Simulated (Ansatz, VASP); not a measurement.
# PbS: VASP beside Ansatz

```xyz
2
Lattice="0.0000 2.9518 2.9518 2.9518 0.0000 2.9518 2.9518 2.9518 0.0000" Properties=species:S:1:pos:R:3 pbc="T T T"
Pb    0.0000    0.0000    0.0000
S     2.9518    2.9518    2.9518
```

Alike in both runs: functional PBEsol; k mesh 10 × 10 × 10; occupations gaussian, width 0.01 eV; no spin polarisation.

Ansatz relaxed the structure, and its values are those at the end. VASP's run is a single point on that final structure, the one shown.

|  | VASP | Ansatz |
| --- | --- | --- |
| version | VASP 6.6.1 | Ansatz 0.2.0 |
| potentials or method | VASP PAW PBE potentials, release 64 (Pb_d, S), cutoff 520 eV | scalar-relativistic, plane waves, PAW |
| valence electrons in the cell | 20 | 20 |

```csv
,VASP,Ansatz,Ansatz less VASP
gap on the k mesh at the Fermi level (eV),0.20,0.19,-0.006
least direct gap on the mesh (eV),0.20,0.19,-0.006
pressure (GPa),-0.1,0.0,+0.05
```

VASP's potentials were made for PBE, not for PBEsol.

Spin-orbit coupling is off throughout.
